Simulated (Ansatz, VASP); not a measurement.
# PbS in VASP and in Ansatz

```
Pb S
1.0
     0.03241    2.98723    2.98723
     2.98723    0.03241    2.98723
     3.01964    3.01964    0.00000
Pb S
1 1
Direct
  0.00000 0.00000 0.00000
  0.50000 0.50000 0.50000
```

Change from the starting cell: shear_xy strain +2.2%.

Alike in both runs: task single point; functional r2SCAN; k mesh 8 × 8 × 8; no spin polarisation.

|  | VASP | Ansatz |
| --- | --- | --- |
| version | VASP 6.6.1 | Ansatz 0.2.0 |
| potentials or method | VASP PAW PBE potentials, release 64 (Pb_d, S) | plane waves, PAW |
| plane-wave cutoff (eV) | 520 | 500 |
| occupations | gaussian, width 0.01 eV | fixed |
| valence electrons in the cell | 20 | 20 |

|  | VASP | Ansatz | Ansatz less VASP |
| --- | --- | --- | --- |
| gap on the k mesh at the Fermi level (eV) | 0.59 | 0.58 | -0.010 |
| pressure (GPa) | 0.0 | 0.0 | +0.02 |
| traceless stress, the component that is largest in VASP (GPa) | -0.45 | -0.45 | 0.000 |

VASP's potentials were made for PBE, not for r2SCAN.

Neither program's run includes spin-orbit coupling.
